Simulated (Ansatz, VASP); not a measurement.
TeAs2 in VASP and in Ansatz

INCAR

```
ALGO = Normal ; EDIFF = 1E-6
ENCUT = 500 ; GGA = PS
GGA_COMPAT = F ; ISIF = 2
ISMEAR = 0 ; LASPH = T
LCHARG = T ; LELF = T
LREAL = F ; LVHAR = T
LWAVE = F ; NBANDS = 25
NELM = 120 ; PREC = Accurate
SIGMA = 0.01
```

KPOINTS

```
k-points
0
Gamma
  4 4 4
```

POSCAR

```
TeAs2
1.0
   -3.5564540000      3.5564540000      2.9405160000
    3.5564540000     -3.5564540000      2.9405160000
    3.5564540000      3.5564540000     -2.9405160000
Te As
2 4
Direct
    0.7500000000      0.2500000000      0.5000000000
    0.0000000000      0.0000000000      0.0000000000
    0.3750000000      0.6250000000      0.2500000000
    0.3750000000      0.1250000000      0.7500000000
    0.3750000000      0.6250000000      0.7500000000
    0.8750000000      0.6250000000      0.2500000000
```

Input for Ansatz:

```yaml
crystal:
  lattice:
    - [-3.556454, 3.556454, 2.940516]
    - [3.556454, -3.556454, 2.940516]
    - [3.556454, 3.556454, -2.940516]
  atoms:
    - { symbol: Te, position: [0.75, 0.25, 0.5] }
    - { symbol: Te, position: [0.0, 0.0, 0.0] }
    - { symbol: As, position: [0.375, 0.625, 0.25] }
    - { symbol: As, position: [0.375, 0.125, 0.75] }
    - { symbol: As, position: [0.375, 0.625, 0.75] }
    - { symbol: As, position: [0.875, 0.625, 0.25] }
basis:
  ecutwfc: 420
kpoints:
  mp_grid: { grid: [4, 4, 4] }
hamiltonian:
  xc: pbesol
scf:
  occupations: { method: gaussian, width: 0.01 }
output:
  forces: true
  stress: true
  eigenvalues: true
```

Alike in both runs: task single point; functional PBEsol; k mesh 4 × 4 × 4; occupations gaussian, width 0.01 eV; no spin polarisation.

```csv
,VASP,Ansatz
version,VASP 6.6.1,Ansatz 0.2.0
potentials or method,"VASP PAW PBE potentials, release 64 (Te, As), cutoff 500 eV","scalar-relativistic, plane waves, PAW"
valence electrons in the cell,32,92
```

Ansatz gave:

| Property | Result |
| --- | --- |
| gap on the k mesh at the Fermi level (eV) | none |
| pressure (GPa) | -4.5 |
| traceless stress, the component that is largest in VASP (GPa) | -0.80 |

Q: What did VASP give for the same quantities?

A: gap on the k mesh at the Fermi level (eV): none; pressure (GPa): -4.4; traceless stress, the component that is largest in VASP (GPa): -0.74.

VASP's potentials were made for PBE, not for PBEsol. A gap of «none» marks a metal or a gap that the smearing closes. VASP's potentials hold 32 valence electrons a cell and Ansatz's 92, so a difference there can come from the potentials and not from the codes.

Spin-orbit coupling is off throughout.
